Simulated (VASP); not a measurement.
# ScAlN2: single point with PBE

Crystal: ScAlN2.

```
Sc Al N
1.0
     2.37299   -3.26278    0.00000
     2.37299    3.26278    0.00000
     0.00000    0.00000    4.32607
Sc Al N
1 1 2
Direct
  0.50000 0.50000 0.50000
  0.00000 0.00000 0.50000
  0.32749 0.32749 0.00000
  0.67251 0.67251 0.00000
```

The cell was built from a structure type or drawn by symmetry, and may not be a known phase.

- Program: VASP 6.6.1
- Task: single point
- Functional: PBE
- Potentials or basis: VASP PAW PBE potentials, release 64 (Sc_sv, Al, N)
- Cutoff: 520 eV
- k mesh: 4 × 4 × 4
- Occupations: gaussian, width 0.1 eV
- Spin: no spin polarisation

| Quantity | Value |
| --- | --- |
| Pressure | -7.3 GPa |
| Largest force | 4.987 eV/Å |
| Band gap on the k mesh | zero (bands 12 and 13 overlap by 0.48 eV) |

Forces on the atoms (eV/Å):
```
Sc   0.000  0.000  0.000
Al   0.000  0.000  0.000
N    4.987  0.000  0.000
N   -4.987  0.000  0.000
```

Stress tensor (GPa, compression positive):
```
  7.18   0.00   0.00
  0.00  -3.82   0.00
  0.00   0.00 -25.34
```

Levels at points of the mesh, in eV from the Fermi level:
```
           k point  band 9  band 10  band 11  band 12  band 13  band 14  band 15  band 16
(0.00, 0.00, 0.00)   -2.62    -2.39    -2.07    -1.03     1.27     1.84     2.85     3.46
(0.50, 0.00, 0.00)   -3.37    -2.84    -2.21    -1.90     0.17     1.24     2.43     3.12
(0.50, 0.50, 0.00)   -3.52    -2.33    -1.75     0.52     0.72     1.84     2.22     3.01
(0.00, 0.00, 0.50)   -2.90    -2.71    -0.98    -0.11     0.51     1.36     3.07     3.73
(0.50, 0.00, 0.50)   -3.41    -3.36    -1.24    -0.04     0.05     1.20     2.16     2.90
(0.50, 0.50, 0.50)   -4.26    -2.57    -1.61    -0.79     1.08     2.50     2.91     3.30
```

It took 44 s on 1 thread of Intel Xeon 8259CL (shared host), peak memory 0.19 GiB.

Caveat: the k points lie up to 0.41 Å⁻¹ apart; forces of over 1 eV/Å act on the atoms, so gaps and moduli don't describe the material at rest.
